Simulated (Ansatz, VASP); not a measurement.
This is a calculation of I for VASP 6.6.1.

Contents of INCAR:

```
PREC = Accurate ; ENCUT = 520
EDIFF = 1E-6 ; ISMEAR = -1
SIGMA = 0.05 ; LREAL = F
LASPH = T ; NELM = 80
ALGO = Normal ; ISIF = 2
LWAVE = F ; LCHARG = F
GGA = PS ; NBANDS = 22
```

Contents of KPOINTS:

```
Automatic mesh
0
Gamma
  7 7 3
```

The input POSCAR:

```
I
1.0
    3.6828698935     -2.4265370353      0.0000000000
    3.6828698935      2.4265370353      0.0000000000
    0.0000000000      0.0000000000      9.9223158317
I
4
Direct
    0.6493000000      0.3507000000      0.3844000000
    0.1493000000      0.8507000000      0.1156000000
    0.3507000000      0.6493000000      0.6156000000
    0.8507000000      0.1493000000      0.8844000000
```

Potentials or basis: VASP PAW PBE potentials, release 64 (I).

The run is started by

```console
$ cat potpaw_PBE.64/I/POTCAR > POTCAR
$ mpirun -np 1 vasp_std > vasp.out
```

**Question.** Set up the same calculation for Ansatz 0.2.0. Potentials there: all-electron LAPW, scalar-relativistic.

**Answer.** As run (the cutoff follows the program's own potentials):

The input input.yaml:

```yaml
crystal:
  lattice:
    - [3.6828698935, -2.4265370353, 0.0]
    - [3.6828698935, 2.4265370353, 0.0]
    - [0.0, 0.0, 9.9223158317]
  atoms:
    - { symbol: I, position: [0.6493, 0.3507, 0.3844] }
    - { symbol: I, position: [0.1493, 0.8507, 0.1156] }
    - { symbol: I, position: [0.3507, 0.6493, 0.6156] }
    - { symbol: I, position: [0.8507, 0.1493, 0.8844] }
kpoints:
  mp_grid: { grid: [7, 7, 3] }
scf:
  occupations: { method: fermi_dirac, width: 0.05 }
hamiltonian:
  xc: pbesol
  pseudopotentials: { kind: all_electron, lapw: { basis_error: 0.001 } }
output:
  forces: true
  stress: true
  eigenvalues: true
```

Potentials or basis: all-electron LAPW, scalar-relativistic.

Run with:

```bash
$ ansatz run input.yaml --threads 2 --pin off --max-ram 8192MiB --backend cpu --events-out ev --progress --plain --runs-dir out
```

Both were run:

|  | VASP | Ansatz | Ansatz less VASP |
| --- | --- | --- | --- |
| gap on the k mesh at the Fermi level (eV) | 1.20 | 1.21 | +0.008 |
| least direct gap on the mesh (eV) | 1.27 | 1.28 | +0.010 |
| pressure (GPa) | -0.8 | -0.8 | 0.00 |
| traceless stress, the component that is largest in VASP (GPa) | 0.68 | 0.67 | -0.004 |
| rms of the force components (eV/Å) | 0.253 | 0.252 | -0.0015 |

VASP's potentials were made for PBE, not for PBEsol. Atom by atom the forces differ by 0.002 eV/Å (rms over components). Ansatz ran all-electron here, and VASP with PAW potentials.

Spin-orbit coupling is off throughout.
